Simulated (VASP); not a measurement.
# Ti3O (P6_3/mcm) in VASP: further runs

The runs below take Ti3O through relaxation of shape and atoms at fixed volume, with PBEsol.

Program: VASP 6.6.1. These are calculated values, not measurements. Logs are shortened: lines on timing, memory, paths and dates and some standing lists are left out, and cuts for length are marked.

**1. The cell of the first run**

Symmetry: P6_3/mcm, No. 193, hexagonal system. Conventional cell: a = 4.955 Å, b = 4.955 Å, c = 4.761 Å, α = 90.00°, β = 90.00°, γ = 120.00°. Ti (site symmetry m2m) has 2 O at 2.03 Å within 2.7 Å. O (site symmetry -3m) has 6 Ti at 2.03 Å and 2 O at 2.38 Å within 2.7 Å.

**2. Relaxation of shape and atoms at fixed volume, PBEsol (12.65 Å³/atom)**

Input file INCAR:

```
PREC     = Accurate       # precision mode
ENCUT    = 600            # plane-wave cutoff, eV
EDIFF    = 1E-7           # SCF threshold, eV
ISMEAR   = 0              # smearing method
SIGMA    = 0.1            # smearing width, eV
LREAL    = F              # projectors in reciprocal space
LASPH    = T              # aspherical terms in the spheres
NELM     = 120            # most SCF steps
ALGO     = Normal         # electronic algorithm
ISIF     = 4              # what is computed and relaxed
LWAVE    = F              # write WAVECAR
LCHARG   = F              # write CHGCAR
GGA      = PS             # functional
IBRION   = 2              # ionic algorithm
NSW      = 50             # ionic steps
EDIFFG   = -0.01          # ionic threshold
GGA_COMPAT= F            
NELMIN   = 4
```

Input file KPOINTS:

```
Automatic mesh
0
Gamma
  12 12 8
```

Input file POSCAR:

```
Ti3O
1.0
    4.9545715623      0.0000000000      0.0000000000
   -2.4772857811      4.2907848378      0.0000000000
    0.0000000000      0.0000000000      4.7613098876
Ti O
6 2
Direct
    0.0000000000      0.6691379425      0.7500000000
    0.0000000000      0.3308620575      0.2500000000
    0.6691379425      0.0000000000      0.7500000000
    0.6691379425      0.6691379425      0.2500000000
    0.3308620575      0.3308620575      0.7500000000
    0.3308620575      0.0000000000      0.2500000000
    0.0000000000      0.0000000000      0.5000000000
    0.0000000000      0.0000000000      0.0000000000
```

Potentials or basis: VASP PAW PBE potentials, release 64 (Ti_sv, O).

Command:

```bash
$ cat potpaw_PBE.64/Ti_sv/POTCAR potpaw_PBE.64/O/POTCAR > POTCAR
$ mpirun -np 1 vasp_std > vasp.out
```

OUTCAR:

```text
PREC = Accurate
   ENCUT = 600
   EDIFF = 1E-7
   ISMEAR = 0
   LREAL = F
   LASPH = T
   NELM = 120
   ISIF = 4
   GGA = PS
   IBRION = 2
   NSW = 50
   EDIFFG = -0.01
   NELMIN = 4

 ion  position               nearest neighbor table
   1  0.000  0.669  0.750-   7 2.03   8 2.03   3 2.84   5 2.84   5 2.87   3 2.87   3 2.87   5 2.87
                             4 2.89   4 2.89   6 2.89   6 2.89   2 2.91   2 2.91
   2  0.000  0.331  0.250-   7 2.03   8 2.03   6 2.84   4 2.84   4 2.87   6 2.87   6 2.87   4 2.87
                             5 2.89   5 2.89   3 2.89   3 2.89   1 2.91   1 2.91
   3  0.669  0.000  0.750-   7 2.03   8 2.03   1 2.84   5 2.84   5 2.87   1 2.87   5 2.87   1 2.87
                             4 2.89   4 2.89   2 2.89   2 2.89   6 2.91   6 2.91
   4  0.669  0.669  0.250-   7 2.03   8 2.03   2 2.84   6 2.84   2 2.87   6 2.87   6 2.87   2 2.87
                             3 2.89   3 2.89   1 2.89   1 2.89   5 2.91   5 2.91
   5  0.331  0.331  0.750-   7 2.03   8 2.03   1 2.84   3 2.84   1 2.87   3 2.87   3 2.87   1 2.87
                             6 2.89   6 2.89   2 2.89   2 2.89   4 2.91   4 2.91
   6  0.331  0.000  0.250-   7 2.03   8 2.03   2 2.84   4 2.84   4 2.87   2 2.87   4 2.87   2 2.87
                             5 2.89   5 2.89   1 2.89   1 2.89   3 2.91   3 2.91
   7  0.000  0.000  0.500-   1 2.03   2 2.03   3 2.03   6 2.03   5 2.03   4 2.03
   8  0.000  0.000  0.000-   1 2.03   2 2.03   3 2.03   6 2.03   5 2.03   4 2.03

  LATTYP: Found a hexagonal cell.
 ALAT       =     4.9545715623
 C/A-ratio  =     0.9609932620

  Lattice vectors:

 A1 = (   4.9545715623,   0.0000000000,   0.0000000000)
 A2 = (  -2.4772857811,   4.2907848378,   0.0000000000)
 A3 = (   0.0000000000,   0.0000000000,   4.7613098876)

Analysis of symmetry for initial positions (statically):
=====================================================================
 Subroutine PRICEL returns:
 Original cell was already a primitive cell.

 Routine SETGRP: Setting up the symmetry group for a
 hexagonal supercell.

 Subroutine GETGRP returns: Found 24 space group operations
 (whereof 12 operations were pure point group operations)
 out of a pool of 24 trial point group operations.

The static configuration has the point symmetry D_3d.
 The point group associated with its full space group is D_6h.

Analysis of symmetry for dynamics (positions and initial velocities):
=====================================================================
 Subroutine PRICEL returns:
 Original cell was already a primitive cell.

 Routine SETGRP: Setting up the symmetry group for a
 hexagonal supercell.

 Subroutine GETGRP returns: Found 24 space group operations
 (whereof 12 operations were pure point group operations)
 out of a pool of 24 trial point group operations.

The dynamic configuration has the point symmetry D_3d.
 The point group associated with its full space group is D_6h.

 Subroutine INISYM returns: Found 24 space group operations
 (whereof 12 operations are pure point group operations),
 and found     1 'primitive' translations

----------------------------------------------------------------------------------------

                                     Primitive cell

  volume of cell :     101.2207

  direct lattice vectors                    reciprocal lattice vectors
     4.954571562  0.000000000  0.000000000     0.201833799  0.116528798  0.000000000
    -2.477285781  4.290784838  0.000000000     0.000000000  0.233057596  0.000000000
     0.000000000  0.000000000  4.761309888     0.000000000  0.000000000  0.210026237

  length of vectors
     4.954571562  4.954571562  4.761309888     0.233057596  0.233057596  0.210026237

  position of ions in fractional coordinates (direct lattice)
     0.000000000  0.669137943  0.750000000
     0.000000000  0.330862057  0.250000000
     0.669137943  0.000000000  0.750000000
     0.669137943  0.669137943  0.250000000
     0.330862057  0.330862057  0.750000000
     0.330862057  0.000000000  0.250000000
     0.000000000  0.000000000  0.500000000
     0.000000000  0.000000000  0.000000000

  ion indices of the primitive-cell ions
   primitive index   ion index
                 1           1
                 2           2
                 3           3
                 4           4
                 5           5
                 6           6
                 7           7
                 8           8

----------------------------------------------------------------------------------------

 KPOINTS: Automatic mesh

Automatic generation of k-mesh.
 Grid dimensions read from file:
 generate k-points for:   12   12    8

 Generating k-lattice:

  Cartesian coordinates                     Fractional coordinates (reciprocal lattice)
     0.016819483  0.009710733  0.000000000     0.083333333  0.000000000  0.000000000
     0.000000000  0.019421466  0.000000000     0.000000000  0.083333333  0.000000000
     0.000000000  0.000000000  0.026253280     0.000000000  0.000000000  0.125000000

  Length of vectors
     0.019421466  0.019421466  0.026253280

  Shift w.r.t. Gamma in fractional coordinates (k-lattice)
     0.000000000  0.000000000  0.000000000

 Subroutine IBZKPT returns following result:
 ===========================================

 Found     95 irreducible k-points:

 Following reciprocal coordinates:
            Coordinates               Weight
  0.000000  0.000000  0.000000      1.000000
  0.083333  0.000000  0.000000      6.000000
  0.166667  0.000000  0.000000      6.000000
  0.250000  0.000000  0.000000      6.000000
  0.333333  0.000000  0.000000      6.000000
  0.416667  0.000000  0.000000      6.000000
[... 16 lines left out ...]
  0.250000  0.000000  0.125000     12.000000
  0.333333  0.000000  0.125000     12.000000
 [... further k-points ...]
   k-points           NKPTS =     95   k-points in BZ     NKDIM =     95   number of bands    NBANDS=     50
   number of dos      NEDOS =    301   number of ions     NIONS =      8
   total plane-waves  NPLWV =  64000
   dimension x,y,z NGX =    40 NGY =   40 NGZ =   40
   dimension x,y,z NGXF=    80 NGYF=   80 NGZF=   80
   ions per type =               6   2
   NGX,Y,Z   is equivalent  to a cutoff of  13.42, 13.42, 13.97 a.u.
   NGXF,Y,Z  is equivalent  to a cutoff of  26.84, 26.84, 27.93 a.u.
 SYSTEM =  unknown system
   PREC   = accura    normal or accurate (medium, high low for compatibility)
   ISTART =      0    job   : 0-new  1-cont  2-samecut
   ICHARG =      2    charge: 1-file 2-atom 10-const
   ISPIN  =      1    spin polarized calculation?
   LNONCOLLINEAR =      F non collinear calculations
   LSORBIT =      F    spin-orbit coupling
   LASPH  =      T    aspherical Exc in radial PAW
   ENCUT  =  600.0 eV  44.10 Ry    6.64 a.u.   9.90  9.90  9.51*2*pi/ulx,y,z
   NELM   =    120;   NELMIN=  4; NELMDL= -5     # of ELM steps
   EDIFF  = 0.1E-06   stopping-criterion for ELM
   LREAL  =      F    real-space projection
   EDIFFG = -.1E-01   stopping-criterion for IOM
   NSW    =     50    number of steps for IOM
   IBRION =      2    ionic relax: 0-MD 1-quasi-New 2-CG
   NFREE  =      1    steps in history (QN), initial steepest desc. (CG)
   ISIF   =      4    stress and relaxation
   ISYM   =      2    0-nonsym 1-usesym 2-fastsym
   POTIM  = 0.5000    time-step for ionic-motion
   TEBEG  =    0.0;   TEEND  =   0.0 temperature during run
   PSTRESS=    0.0 pullay stress
   NELECT =      84.0000    total number of electrons
   NUPDOWN=      -1.0000    fix difference up-down
   EMIN   =  10.00;   EMAX   =-10.00  energy-range for DOS
   EFERMI =   0.00;   METHOD = LEGACY
   ISMEAR =     0;   SIGMA  =   0.10  broadening in eV -4-tet -1-fermi 0-gaus
   EFERMI_NEDOS =   21; number of points for ismear=-14 and -15
   IALGO  =     38    algorithm
   IMIX   =      4    mixing-type and parameters
     AMIX     =   0.40;   BMIX     =  1.00
     AMIX_MAG =   1.60;   BMIX_MAG =  1.00
  volume/ion in A,a.u.               =      12.65        85.38
  Fermi-wavevector in a.u.,A,eV,Ry     =   1.538431  2.907214 32.201881  2.366771
  Thomas-Fermi vector in A             =   2.644801
   LORBIT       =      0    0 simple, 1 ext, 2 COOP (PROOUT), +10 PAW based schemes
   GGA     = PS    functional components
   LHFCALC =     F    Hartree Fock is set to
   AEXX    =    0.0000 exact exchange contribution
   IVDW    =     0    specifies the selected vdW correction
   LEPSILON=     F    determine dielectric tensor
   LRPA    =     F    only Hartree local field effects (RPA)
 conjugate gradient relaxation of ions
 non-spin polarized calculation
 Gauss-broadening in eV      SIGMA  =   0.10
  energy-cutoff  :      600.00
  volume of cell :      101.22
 maximum number of plane-waves:      3405
 NGX is ok and might be reduce to    40
   NGX = 19   NGY = 19   NGZ = 19

--------------------------------------- Ionic step        1  -------------------------------------------

 number of electron      84.0000006 magnetization

 Free energy of the ion-electron system (eV)
  ---------------------------------------------------
  ext. energy  EPLUGINS =         0.00000000
  ---------------------------------------------------
  free energy    TOTEN  =       -71.23865884 eV

  energy without entropy =      -71.21475259  energy(sigma->0) =      -71.22670572

------------------------ aborting loop because EDIFF is reached ----------------------------------------

  FORCE on cell =-STRESS in cart. coord.  units (eV):
  Direction    XX          YY          ZZ          XY          YZ          ZX
  --------------------------------------------------------------------------------------
  -------------------------------------------------------------------------------------
  Total        7.2059242      7.2059242      7.5372998      0.0000000      0.0000000      0.0000000
  in kB      114.0593738    114.0593738    119.3045699      0.0000000      0.0000000      0.0000000
  external PRESSURE =     115.8077725 kB  Pullay stress =       0.0000000 kB
[... 153 lines left out ...]
  energy  without entropy=      -71.2244462658  energy(sigma->0) =      -71.23693441

--------------------------------------- Ionic step        5  -------------------------------------------

 number of electron      84.0000013 magnetization

 Free energy of the ion-electron system (eV)
  ---------------------------------------------------
  ext. energy  EPLUGINS =         0.00000000
  ---------------------------------------------------
  free energy    TOTEN  =       -71.24959980 eV

  energy without entropy =      -71.22455856  energy(sigma->0) =      -71.23707918

 E-fermi :   9.9768     XC(G=0): -12.5061

 val. band max:        9.9751717277   @ k =   0.2500   0.0000   0.3750
 cond. band min:       9.9800899106   @ k =   0.0000   0.0000   0.0000
 fundamental gap:      0.0049181829
 Fermi energy:         9.9768320412

 k-point     1 :       0.0000    0.0000    0.0000
  band No.  band energies     occupation
      1     -46.8427      2.00000
      2     -46.7034      2.00000
      3     -46.6518      2.00000
      4     -46.6518      2.00000
      5     -46.6459      2.00000
      6     -46.6459      2.00000
[... 1261 lines left out ...]
     49      11.2721      0.00000
     50      11.5987      0.00000

 [... further k-points ...]

------------------------ aborting loop because EDIFF is reached ----------------------------------------

  FORCE on cell =-STRESS in cart. coord.  units (eV):
  Direction    XX          YY          ZZ          XY          YZ          ZX
  --------------------------------------------------------------------------------------
  -------------------------------------------------------------------------------------
  Total        6.7602183      6.7602183      6.7403514      0.0000000      0.0000000      0.0000000
  in kB      107.0044917    107.0044917    106.6900275      0.0000000      0.0000000      0.0000000
  external PRESSURE =     106.8996703 kB  Pullay stress =       0.0000000 kB
[... 23 lines left out ...]
  FREE ENERGIE OF THE ION-ELECTRON SYSTEM (eV)
  ---------------------------------------------------
  free  energy   TOTEN  =       -71.2495998028 eV

  energy  without entropy=      -71.2245585604  energy(sigma->0) =      -71.23707918

 reached required accuracy - stopping structural energy minimisation
```

It took 24 min on 1 thread of AMD EPYC 9R45 (Zen 5), shared host; peak memory 0.51 GiB.

Results:

* Free energy: -71.2496 eV
* Energy gained by relaxing: 1.4 meV/atom
* Ionic steps: 5
* Pressure after relaxing: 10.7 GPa
* Band gap on the k mesh: zero (bands 42 and 43 overlap by 0.74 eV)

The path:
```
step  energy change (eV)  largest force (eV/Å)  pressure (GPa)  volume (Å³)
   1              0.0000                0.3199           11.58       101.22
   2             -0.0077                0.1621           10.38       101.22
   3             -0.0101                0.0070           10.75       101.22
   4             -0.0108                0.0029           10.72       101.22
   5             -0.0109                0.0006           10.69       101.22
```

Final structure:
```
CELL_PARAMETERS angstrom
4.94319 0.00000 0.00000
-2.47160 4.28093 0.00000
0.00000 0.00000 4.78326
ATOMIC_POSITIONS crystal
Ti 0.00000 0.66698 0.75000
Ti 0.00000 0.33302 0.25000
Ti 0.66698 0.00000 0.75000
Ti 0.66697 0.66698 0.25000
Ti 0.33302 0.33302 0.75000
Ti 0.33302 0.00000 0.25000
O 0.00000 0.00000 0.50000
O 0.00000 0.00000 0.00000
```

Levels at points of the mesh, in eV from the Fermi level:
```csv
k point,band 38,band 39,band 40,band 41,band 42,band 43,band 44,band 45,band 46,band 47
"(0.00, 0.00, 0.00)",-1.26,-0.80,-0.75,-0.75,-0.23,-0.23,0.00,0.82,0.82,1.21
"(0.50, 0.00, 0.00)",-1.54,-1.51,-0.89,-0.78,0.22,0.33,0.70,0.71,0.84,1.03
"(0.00, 0.00, 0.50)",-0.95,-0.95,-0.95,-0.29,-0.29,-0.05,-0.05,-0.05,-0.05,1.41
"(0.50, 0.00, 0.50)",-1.27,-0.90,-0.90,-0.82,-0.82,0.09,0.09,0.41,0.41,1.02
```

Caveat: the PAW data sets were made with another functional, which shifts forces and pressure a little.

(Part 1 of 2 ends here.)
